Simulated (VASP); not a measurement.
LiVO2, 4 atoms in the cell. The structure is trigonal, space group R-3m (No. 166). Conventional cell: a = 2.681 Å, b = 2.681 Å, c = 14.363 Å, α = 90.00°, β = 90.00°, γ = 120.00°. Li (site symmetry -3m) has 6 O at 1.95 Å and 6 Li at 2.68 Å within 2.7 Å. Within 2.7 Å of V (site symmetry -3m) lie 6 O at 1.96 Å and 6 V at 2.68 Å. Within 2.7 Å of O (site symmetry 3m) lie 3 Li at 1.95 Å and 3 V at 1.96 Å and 6 O at 2.68 Å. 

| Quantity | Value |
| --- | --- |
| Program | VASP 6.6.1 |
| Task | single point |
| Functional | PBEsol |
| Potentials or basis | VASP PAW PBE potentials, release 64 (Li_sv, V_sv, O) |
| Cutoff | 520 eV |
| k mesh | 18 × 18 × 18 |
| Occupations | gaussian, width 0.1 eV |
| Spin | no spin polarisation |
| Dipole correction | no |
| Further INCAR settings | ALGO = Normal; EDIFF = 1e-06; NBANDS = 22 |

Potentials or basis: VASP PAW PBE potentials, release 64 (Li_sv, V_sv, O).

Command:

```sh
$ cat potpaw_PBE.64/Li_sv/POTCAR potpaw_PBE.64/V_sv/POTCAR potpaw_PBE.64/O/POTCAR > POTCAR
$ mpirun -np 1 vasp_std > vasp.out
```

Hardware: 1 thread of Intel(R) Xeon(R) 6975P-C (Granite Rapids), on a shared host.

**Question.** Estimate the wall time of this run.

**Answer.** Wall time 6.4 min on 1 thread of Intel(R) Xeon(R) 6975P-C (Granite Rapids), on a shared host, peak memory 0.52 GiB. Counts: scf iterations 15, k points 580.
